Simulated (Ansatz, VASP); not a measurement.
One calculation of BeSe5, two programs

```
Be Se
1.0
     9.26365    0.00000    0.00000
    -4.63183    8.02256    0.00000
     0.00000    0.00000    2.67566
Be Se
1 5
Direct
  0.00000 0.00000 0.00000
  0.33333 0.66667 0.00000
  0.66667 0.33333 0.00000
  0.50000 0.00000 0.00000
  0.00000 0.50000 0.00000
  0.50000 0.50000 0.00000
```

Alike in both runs: functional PBE; k mesh 6 × 6 × 14; occupations gaussian, width 0.1 eV; no spin polarisation.

Ansatz relaxed the structure, and its values are those at the end. VASP's run is a single point on that final structure, the one shown.

```csv
,VASP,Ansatz
version,VASP 6.6.1,Ansatz 0.2.0
potentials or method,"VASP PAW PBE potentials, release 64 (Be, Se), cutoff 520 eV","scalar-relativistic, plane waves, PAW"
valence electrons in the cell,32,82
```

```csv
,VASP,Ansatz,Ansatz less VASP
gap on the k mesh at the Fermi level (eV),none,none,-
pressure (GPa),0.0,0.0,-0.02
```

A gap of «none» marks a metal or a gap that the smearing closes. VASP's potentials hold 32 valence electrons a cell and Ansatz's 82, so a difference there can come from the potentials and not from the codes.
